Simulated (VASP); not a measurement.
# B (Pm-3m) in VASP: settings compared

B is run at these levels: PBEsol-based screened hybrid with 25 % exact exchange, r2SCANh; tasks: single point.

All numbers are computed with VASP 6.6.1; they aren't measurements. Logs are shortened: lines on timing, memory, paths and dates and some standing lists are left out, and cuts for length are marked.

### Step 1. The cell of the first run

Symmetry: Pm-3m, No. 221, cubic system. The conventional cell has a = 1.869 Å, b = 1.869 Å, c = 1.869 Å, α = 90.00°, β = 90.00°, γ = 90.00°. B (site symmetry m-3m) has 6 B at 1.87 Å within 2.5 Å.

This isn't the form of B at room conditions, which is rhombohedral.

### Step 2. Single point, PBEsol-based screened hybrid with 25 % exact exchange

POSCAR reads:

```
B
1.0
    1.8685969188      0.0000000000      0.0000000000
    0.0000000000      1.8685969188      0.0000000000
    0.0000000000      0.0000000000      1.8685969188
B
1
Direct
    0.5000000000      0.5000000000      0.5000000000
```

INCAR.step1 reads:

```
PREC = Accurate ; ENCUT = 520
EDIFF = 1E-5 ; ISMEAR = -1
SIGMA = 0.05 ; LREAL = False
LASPH = True ; NELM = 100
ALGO = Normal ; ISIF = 2
LWAVE = True ; LCHARG = False
NBANDS = 8 ; GGA = PE
```

INCAR.step2 reads:

```
PREC = Accurate ; ENCUT = 520
EDIFF = 1E-7 ; ISMEAR = -1
SIGMA = 0.05 ; LREAL = False
LASPH = True ; NELM = 100
ALGO = Normal ; ISIF = 2
LWAVE = False ; LCHARG = False
GGA = PS ; LHFCALC = True
AEXX = 0.25 ; HFSCREEN = 0.207
PRECFOCK = Normal ; NBANDS = 8
ISTART = 1
```

KPOINTS reads:

```
regular mesh
0
Gamma
  7 7 7
```

Potentials or basis: VASP PAW PBE potentials, release 64 (B).

The run is started by

```bash
$ cat potpaw_PBE.64/B/POTCAR > POTCAR
$ cp INCAR.step1 INCAR
$ mpirun -np 1 vasp_std > vasp.out
$ cp INCAR.step2 INCAR
$ mpirun -np 1 vasp_std > vasp.out
```

OUTCAR:

```text
PREC = Accurate
   ENCUT = 520
   EDIFF = 1E-7
   ISMEAR = -1
   LREAL = False
   LASPH = True
   NELM = 100
   ISIF = 2
   GGA = PS
   LHFCALC = True
   AEXX = 0.25
   HFSCREEN = 0.207
   PRECFOCK = Normal
   ISTART = 1

 ion  position               nearest neighbor table
   1  0.500  0.500  0.500-

  LATTYP: Found a simple cubic cell.
 ALAT       =     1.8685969188

  Lattice vectors:

 A1 = (   1.8685969188,   0.0000000000,   0.0000000000)
 A2 = (   0.0000000000,   1.8685969188,   0.0000000000)
 A3 = (   0.0000000000,   0.0000000000,   1.8685969188)

Analysis of symmetry for initial positions (statically):
=====================================================================
 Subroutine PRICEL returns:
 Original cell was already a primitive cell.

 Routine SETGRP: Setting up the symmetry group for a
 simple cubic supercell.

 Subroutine GETGRP returns: Found 48 space group operations
 (whereof 48 operations were pure point group operations)
 out of a pool of 48 trial point group operations.

The static configuration has the point symmetry O_h .

Analysis of symmetry for dynamics (positions and initial velocities):
=====================================================================
 Subroutine PRICEL returns:
 Original cell was already a primitive cell.

 Routine SETGRP: Setting up the symmetry group for a
 simple cubic supercell.

 Subroutine GETGRP returns: Found 48 space group operations
 (whereof 48 operations were pure point group operations)
 out of a pool of 48 trial point group operations.

The dynamic configuration has the point symmetry O_h .

 Subroutine INISYM returns: Found 48 space group operations
 (whereof 48 operations are pure point group operations),
 and found     1 'primitive' translations

----------------------------------------------------------------------------------------

                                     Primitive cell

  volume of cell :       6.5245

  direct lattice vectors                    reciprocal lattice vectors
     1.868596919  0.000000000  0.000000000     0.535160895  0.000000000  0.000000000
     0.000000000  1.868596919  0.000000000     0.000000000  0.535160895  0.000000000
     0.000000000  0.000000000  1.868596919     0.000000000  0.000000000  0.535160895

  length of vectors
     1.868596919  1.868596919  1.868596919     0.535160895  0.535160895  0.535160895

  position of ions in fractional coordinates (direct lattice)
     0.500000000  0.500000000  0.500000000

  ion indices of the primitive-cell ions
   primitive index   ion index
                 1           1

----------------------------------------------------------------------------------------

 KPOINTS: regular mesh

Automatic generation of k-mesh.
 Grid dimensions read from file:
 generate k-points for:    7    7    7

 Generating k-lattice:

  Cartesian coordinates                     Fractional coordinates (reciprocal lattice)
     0.076451556  0.000000000  0.000000000     0.142857143  0.000000000  0.000000000
     0.000000000  0.076451556  0.000000000     0.000000000  0.142857143  0.000000000
     0.000000000  0.000000000  0.076451556     0.000000000  0.000000000  0.142857143

  Length of vectors
     0.076451556  0.076451556  0.076451556

  Shift w.r.t. Gamma in fractional coordinates (k-lattice)
     0.000000000  0.000000000  0.000000000

 Subroutine IBZKPT returns following result:
 ===========================================

 Found     20 irreducible k-points:

 Following reciprocal coordinates:
            Coordinates               Weight
  0.000000  0.000000  0.000000      1.000000
  0.142857  0.000000  0.000000      6.000000
  0.285714  0.000000  0.000000      6.000000
  0.428571  0.000000  0.000000      6.000000
  0.142857  0.142857  0.000000     12.000000
  0.285714  0.142857  0.000000     24.000000
[... 12 lines left out ...]
  0.428571  0.428571  0.285714     24.000000
  0.428571  0.428571  0.428571      8.000000
   k-points           NKPTS =     20   k-points in BZ     NKDIM =    343   number of bands    NBANDS=      8
   number of dos      NEDOS =    301   number of ions     NIONS =      1
   total plane-waves  NPLWV =   2744
   dimension x,y,z NGX =    14 NGY =   14 NGZ =   14
   dimension x,y,z NGXF=    28 NGYF=   28 NGZF=   28
   ions per type =               1
   NGX,Y,Z   is equivalent  to a cutoff of  12.46, 12.46, 12.46 a.u.
   NGXF,Y,Z  is equivalent  to a cutoff of  24.91, 24.91, 24.91 a.u.
 SYSTEM =  unknown system
   PREC   = accura    normal or accurate (medium, high low for compatibility)
   ISTART =      1    job   : 0-new  1-cont  2-samecut
   ICHARG =      0    charge: 1-file 2-atom 10-const
   ISPIN  =      1    spin polarized calculation?
   LNONCOLLINEAR =      F non collinear calculations
   LSORBIT =      F    spin-orbit coupling
   LASPH  =      T    aspherical Exc in radial PAW
   ENCUT  =  520.0 eV  38.22 Ry    6.18 a.u.   3.47  3.47  3.47*2*pi/ulx,y,z
   NELM   =    100;   NELMIN=  2; NELMDL=  0     # of ELM steps
   EDIFF  = 0.1E-06   stopping-criterion for ELM
   LREAL  =      F    real-space projection
   EDIFFG = 0.1E-05   stopping-criterion for IOM
   NSW    =      0    number of steps for IOM
   IBRION =     -1    ionic relax: 0-MD 1-quasi-New 2-CG
   NFREE  =      0    steps in history (QN), initial steepest desc. (CG)
   ISIF   =      2    stress and relaxation
   ISYM   =      3    0-nonsym 1-usesym 2-fastsym
   POTIM  = 0.5000    time-step for ionic-motion
   TEBEG  =    0.0;   TEEND  =   0.0 temperature during run
   PSTRESS=    0.0 pullay stress
   NELECT =       3.0000    total number of electrons
   NUPDOWN=      -1.0000    fix difference up-down
   EMIN   =  10.00;   EMAX   =-10.00  energy-range for DOS
   EFERMI =   0.00;   METHOD = LEGACY
   ISMEAR =    -1;   SIGMA  =   0.05  broadening in eV -4-tet -1-fermi 0-gaus
   EFERMI_NEDOS =   21; number of points for ismear=-14 and -15
   IALGO  =     38    algorithm
   IMIX   =      1    mixing-type and parameters
     AMIX     =   0.40;   BMIX     =  1.00
     AMIX_MAG =   1.60;   BMIX_MAG =  1.00
  volume/ion in A,a.u.               =       6.52        44.03
  Fermi-wavevector in a.u.,A,eV,Ry     =   1.263571  2.387803 21.723218  1.596611
  Thomas-Fermi vector in A             =   2.396921
   LORBIT       =      0    0 simple, 1 ext, 2 COOP (PROOUT), +10 PAW based schemes
   GGA     = PS    functional components
   LHFCALC =     T    Hartree Fock is set to
   PRECFOCK=normal    Normal, Fast or Accurate (Low or Medium for compatibility)
   ENCUT4O =  -1.0   cutoff for four orbital integrals eV
   NKREDX  =     1    reduce k-point grid by
   NKREDY  =     1    reduce k-point grid by
   NKREDZ  =     1    reduce k-point grid by
   AEXX    =    0.2500 exact exchange contribution
   HFSCREEN=    0.2070 screening length (either q_TF or 0.3 A-1)
   HFSCREENC=   0.2070 screening length for correlation (either q_TF or 0.3 A-1)
   ENCUTFOCK=  -1.0 apply spherical cutoff to Coloumb kernel
   IVDW    =     0    specifies the selected vdW correction
   LEPSILON=     F    determine dielectric tensor
   LRPA    =     F    only Hartree local field effects (RPA)
 non-spin polarized calculation
  energy-cutoff  :      520.00
  volume of cell :        6.52
 maximum number of plane-waves:       183
 NGX is ok and might be reduce to    14
  NGX = 12; NGY = 12; NGZ = 12

 number of electron       3.0000000 magnetization

 Free energy of the ion-electron system (eV)
  ---------------------------------------------------
  ext. energy  EPLUGINS =         0.00000000
  ---------------------------------------------------
  free energy    TOTEN  =        -6.51119018 eV

  energy without entropy =       -6.50710328  energy(sigma->0) =       -6.50914673

 E-fermi :   7.1271     XC(G=0): -10.2124

 val. band max:        7.0776263431   @ k =   0.4286   0.2857   0.2857
 cond. band min:       8.5093537091   @ k =   0.4286   0.4286   0.2857
 fundamental gap:      1.4317273660
 Fermi energy:         7.1271462788

 k-point     1 :       0.0000    0.0000    0.0000
  band No.  band energies     occupation
      1     -10.9499      2.00000
      2      22.6515      0.00000
      3      22.6515      0.00000
      4      22.6515      0.00000
      5      32.9421      0.00000
      6      32.9421      0.00000
      7      42.4417      0.00000
      8      63.3336      0.00000

 k-point     2 :       0.1429    0.0000    0.0000
  band No.  band energies     occupation
      1     -10.1739      2.00000
      2      17.0325      0.00000
      3      23.2625      0.00000
      4      23.2625      0.00000
      5      33.7887      0.00000
      6      38.8489      0.00000
      7      42.3699      0.00000
      8      58.5993      0.00000

 k-point     3 :       0.2857    0.0000    0.0000
  band No.  band energies     occupation
      1      -7.8468      2.00000
      2       9.1104      0.00000
      3      24.8755      0.00000
      4      24.8755      0.00000
      5      36.2536      0.00000
      6      40.1824      0.00000
      7      48.6509      0.00000
      8      51.2667      0.00000

 k-point     4 :       0.4286    0.0000    0.0000
  band No.  band energies     occupation
      1      -4.0304      2.00000
      2       2.0502      2.00000
      3      26.5614      0.00000
      4      26.5614      0.00000
      5      39.3250      0.00000
      6      39.7359      0.00000
      7      46.4262      0.00000
      8      46.4262      0.00000

 k-point     5 :       0.1429    0.1429    0.0000
  band No.  band energies     occupation
      1      -9.3972      2.00000
      2      16.2125      0.00000
      3      19.5687      0.00000
      4      23.8651      0.00000
      5      37.3029      0.00000
      6      41.0313      0.00000
      7      41.9636      0.00000
      8      54.7412      0.00000
[... 133 lines left out ...]
 k-point    18 :       0.4286    0.2857    0.2857
  band No.  band energies     occupation
      1       2.1138      2.00000
      2       7.0776      1.45833
      3      14.7700      0.00000
      4      24.4127      0.00000
      5      28.1937      0.00000
      6      29.9048      0.00000
      7      37.5310      0.00000
      8      48.4324      0.00000

 k-point    19 :       0.4286    0.4286    0.2857
  band No.  band energies     occupation
      1       5.5509      2.00000
      2       8.5094      0.00000
      3      12.5652      0.00000
      4      21.3749      0.00000
      5      27.3041      0.00000
      6      31.8386      0.00000
      7      32.2998      0.00000
      8      41.7079      0.00000

 k-point    20 :       0.4286    0.4286    0.4286
  band No.  band energies     occupation
      1      10.9773      0.00000
      2      13.2328      0.00000
      3      13.2328      0.00000
      4      25.0241      0.00000
      5      27.5390      0.00000
      6      27.5390      0.00000
      7      28.8816      0.00000
      8      35.3696      0.00000

------------------------ aborting loop because EDIFF is reached ----------------------------------------

  FORCE on cell =-STRESS in cart. coord.  units (eV):
  Direction    XX          YY          ZZ          XY          YZ          ZX
  --------------------------------------------------------------------------------------
  -------------------------------------------------------------------------------------
  Total        0.0039295      0.0039295      0.0039295     -0.0000000      0.0000000     -0.0000000
  in kB        0.9649352      0.9649352      0.9649352     -0.0000000      0.0000000     -0.0000000
  external PRESSURE =       0.9649352 kB  Pullay stress =       0.0000000 kB

 VOLUME and BASIS-vectors are now :
 -----------------------------------------------------------------------------
  energy-cutoff  :      520.00
  volume of cell :        6.52
      direct lattice vectors                 reciprocal lattice vectors
     1.868596919  0.000000000  0.000000000     0.535160895  0.000000000  0.000000000
     0.000000000  1.868596919  0.000000000     0.000000000  0.535160895  0.000000000
     0.000000000  0.000000000  1.868596919     0.000000000  0.000000000  0.535160895

 POSITION                                       TOTAL-FORCE (eV/Angst)
 -----------------------------------------------------------------------------------
      0.93430      0.93430      0.93430         0.000000      0.000000      0.000000
 -----------------------------------------------------------------------------------
    total drift:                               -0.000004      0.000027     -0.000001

  FREE ENERGIE OF THE ION-ELECTRON SYSTEM (eV)
  ---------------------------------------------------
  free  energy   TOTEN  =        -6.5111901791 eV

  energy  without entropy=       -6.5071032803  energy(sigma->0) =       -6.50914673
```

Run time: 68 s. Hardware: 1 thread of Intel Xeon 8259CL, shared host; peak memory 0.2 GiB.

What came out:

- Free energy: -6.5112 eV
- Pressure: 0.1 GPa
- Band gap on the k mesh: zero (an odd number of electrons rules out a gap without spin polarisation)

Levels at points of the mesh, in eV from the Fermi level:
```csv
k point,band 1,band 2,band 3,band 4,band 5
"(0.00, 0.00, 0.00)",-18.08,15.52,15.52,15.52,25.81
```

Caveat: the k points lie up to 0.48 Å⁻¹ apart, too coarse for converged energies and pressures of a metal; the PAW data sets were made with another functional, which shifts forces and pressure a little.

### Step 3. Single point, r2SCANh

This run uses another cell than the first one, of 6.70 Å³/atom.

POSCAR reads:

```
B
1.0
    1.8852400000      0.0000000000      0.0000000000
    0.0000000000      1.8852400000      0.0000000000
    0.0000000000      0.0000000000      1.8852400000
B
1
Direct
    0.5000000000      0.5000000000      0.5000000000
```

INCAR.step1 reads:

```
SYSTEM = B
PREC = Accurate
ENCUT = 520
EDIFF = 1E-5
ISMEAR = -1
SIGMA = 0.05
LREAL = .False.
LASPH = .True.
NELM = 100
ALGO = Normal
ISIF = 2
LWAVE = .True.
GGA = PE
NBANDS = 8
```

INCAR.step2 reads:

```
SYSTEM = B
PREC = Accurate
ENCUT = 520
EDIFF = 1E-7
ISMEAR = -1
SIGMA = 0.05
LREAL = .False.
LASPH = .True.
NELM = 100
ALGO = Normal
ISIF = 2
LWAVE = .False.
LCHARG = .True.
METAGGA = R2SCAN
LHFCALC = .True.
AEXX = 0.1
LMIXTAU = .True.
PRECFOCK = Normal
LELF = .True.
LVHAR = .True.
ISTART = 1
NBANDS = 8
```

KPOINTS reads:

```
regular mesh
0
Gamma
  7 7 7
  0 0 0
```

Potentials or basis: VASP PAW PBE potentials, release 64 (B).

The run is started by

```bash
$ cat potpaw_PBE.64/B/POTCAR > POTCAR
$ cp INCAR.step1 INCAR
$ mpirun -np 1 vasp_std > vasp.out
$ cp INCAR.step2 INCAR
$ mpirun -np 1 vasp_std > vasp.out
```

OUTCAR:

```text
SYSTEM = B
   PREC = Accurate
   ENCUT = 520
   EDIFF = 1E-7
   ISMEAR = -1
   LREAL = .False.
   LASPH = .True.
   NELM = 100
   ISIF = 2
   METAGGA = R2SCAN
   LHFCALC = .True.
   AEXX = 0.1
   PRECFOCK = Normal
   ISTART = 1

 ion  position               nearest neighbor table
   1  0.500  0.500  0.500-

  LATTYP: Found a simple cubic cell.
 ALAT       =     1.8852400000

  Lattice vectors:

[... 401 lines left out ...]
      5      26.4984      0.00000
      6      26.4984      0.00000
      7      27.5639      0.00000
      8      35.2939      0.00000

------------------------ aborting loop because EDIFF is reached ----------------------------------------

  FORCE on cell =-STRESS in cart. coord.  units (eV):
  Direction    XX          YY          ZZ          XY          YZ          ZX
  --------------------------------------------------------------------------------------
  -------------------------------------------------------------------------------------
  Total       -0.1345898     -0.1345898     -0.1345898      0.0000000      0.0000000     -0.0000000
  in kB      -32.1827301    -32.1827301    -32.1827301      0.0000000      0.0000000     -0.0000000
  external PRESSURE =     -32.1827301 kB  Pullay stress =       0.0000000 kB

 VOLUME and BASIS-vectors are now :
 -----------------------------------------------------------------------------
  energy-cutoff  :      520.00
  volume of cell :        6.70
      direct lattice vectors                 reciprocal lattice vectors
     1.885240000  0.000000000  0.000000000     0.530436443  0.000000000  0.000000000
     0.000000000  1.885240000  0.000000000     0.000000000  0.530436443  0.000000000
     0.000000000  0.000000000  1.885240000     0.000000000  0.000000000  0.530436443

 POSITION                                       TOTAL-FORCE (eV/Angst)
 -----------------------------------------------------------------------------------
      0.94262      0.94262      0.94262         0.000000      0.000000      0.000000
 -----------------------------------------------------------------------------------
    total drift:                                0.000000      0.000000      0.000000

  FREE ENERGIE OF THE ION-ELECTRON SYSTEM (eV)
  ---------------------------------------------------
  free  energy   TOTEN  =        -6.5479603290 eV

  energy  without entropy=       -6.5438734298  energy(sigma->0) =       -6.54591688
```

OUTCAR.step1:

```text
SYSTEM = B
   PREC = Accurate
   ENCUT = 520
   EDIFF = 1E-5
   ISMEAR = -1
   LREAL = .False.
[... 429 lines left out ...]

 POSITION                                       TOTAL-FORCE (eV/Angst)
 -----------------------------------------------------------------------------------
      0.94262      0.94262      0.94262         0.000000      0.000000      0.000000
 -----------------------------------------------------------------------------------
    total drift:                                0.000000      0.000000     -0.000000

  FREE ENERGIE OF THE ION-ELECTRON SYSTEM (eV)
  ---------------------------------------------------
  free  energy   TOTEN  =        -5.7107220700 eV

  energy  without entropy=       -5.7066351564  energy(sigma->0) =       -5.70867861
```

OSZICAR.step1:

```text
N       E                     dE             d eps       ncg     rms          rms(c)
DAV:   1    -0.310730624114E+01   -0.31073E+01   -0.11515E+03   352   0.249E+02
DAV:   2    -0.572383866755E+01   -0.26165E+01   -0.24991E+01   432   0.359E+01
DAV:   3    -0.572618718983E+01   -0.23485E-02   -0.23485E-02   376   0.124E+00
DAV:   4    -0.572618731091E+01   -0.12108E-06   -0.12155E-06   432   0.859E-03
DAV:   5    -0.572618731147E+01   -0.55330E-09   -0.22088E-11   360   0.223E-05    0.163E+00
DAV:   6    -0.571502929654E+01    0.11158E-01   -0.34722E-03   352   0.350E-01    0.100E+00
DAV:   7    -0.571069947555E+01    0.43298E-02   -0.56681E-03   344   0.463E-01    0.568E-02
DAV:   8    -0.571072294617E+01   -0.23471E-04   -0.36677E-05   336   0.507E-02    0.118E-02
DAV:   9    -0.571072206997E+01    0.87620E-06   -0.36514E-06   224   0.120E-02
   1 F= -.57107221E+01 E0= -.57086786E+01  d E =-.408691E-02
```

Wall time 50 s (1 thread of Intel Xeon 8259CL, shared host); peak memory 0.11 GiB.

Results:

- Free energy: -6.5480 eV
- Pressure: -3.2 GPa
- Band gap on the k mesh: zero (an odd number of electrons rules out a gap without spin polarisation)

Caveat: the k points lie up to 0.48 Å⁻¹ apart, too coarse for converged energies and pressures of a metal; the PAW data sets were made with another functional, which shifts forces and pressure a little.

The gap in the log of VASP goes by the Fermi energy; the results here count the filled bands.